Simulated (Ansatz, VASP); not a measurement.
## Two plane-wave programs on Ca2F

```
Ca F
1.0
     4.00508    0.00000    0.00000
    -2.00254    3.46850    0.00000
     0.00000    0.00000   32.21598
Ca F
2 1
Cartesian
  0.0000 0.0000 10.6079
  0.0000 0.0000 6.3921
  0.0000 0.0000 8.5000
```

Alike in both runs: functional PBE; k mesh 12 × 12 × 1; occupations gaussian, width 0.1 eV; no spin polarisation.

Ansatz relaxed the structure, and its values are those at the end. VASP's run is a single point on that final structure, the one shown.

|  | VASP | Ansatz |
| --- | --- | --- |
| version | VASP 6.6.1 | Ansatz 0.2.0 |
| potentials or method | VASP PAW PBE potentials, release 64 (Ca_sv, F), cutoff 520 eV | scalar-relativistic, plane waves, PAW |
| valence electrons in the cell | 27 | 27 |

```csv
,VASP,Ansatz,Ansatz less VASP
gap on the k mesh at the Fermi level (eV),none,none,-
rms of the force components (eV/Å),0.034,0.001,-0.0336
```

A gap of «none» marks a metal or a gap that the smearing closes. Ansatz's warnings: slab cell height set, xc potential rough in thin density.
